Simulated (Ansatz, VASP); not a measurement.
CsCaBr3 in VASP and in Ansatz

```
CELL_PARAMETERS angstrom
5.70867 0.00000 0.00000
0.00000 5.96556 0.00000
0.00000 0.00000 5.70867
ATOMIC_POSITIONS crystal
Cs 0.00000 0.00000 0.00000
Ca 0.50000 0.50000 0.50000
Br 0.50000 0.00000 0.50000
Br 0.00000 0.50000 0.50000
Br 0.50000 0.50000 0.00000
```

Change from the starting cell: strain +0.0450 x Voigt [0, 1, 0, 0, 0, 0], atoms carried along.

Alike in both runs: task single point; functional LDA; k mesh 4 × 4 × 4; occupations gaussian, width 0.05 eV; no spin polarisation.

```csv
,VASP,Ansatz
version,VASP 6.6.1,Ansatz 0.2.0
potentials or method,"VASP PAW LDA potentials, release 64 (Cs_sv, Ca_sv, Br), cutoff 520 eV","scalar-relativistic, plane waves, PAW"
valence electrons in the cell,40,40
```

Ansatz gave:

* gap on the k mesh at the Fermi level (eV): 3.91
* least direct gap on the mesh (eV): 4.20
* pressure (GPa): -2.7
* traceless stress, the component that is largest in VASP (GPa): -0.72

**Question.** Which values does VASP return?

**Answer.** gap on the k mesh at the Fermi level (eV): 3.92; least direct gap on the mesh (eV): 4.21; pressure (GPa): -2.6; traceless stress, the component that is largest in VASP (GPa): -0.74.

LDA's correlation is that of Perdew and Zunger in VASP and of Perdew and Wang (1992) in Ansatz.

Neither program's run includes spin-orbit coupling.
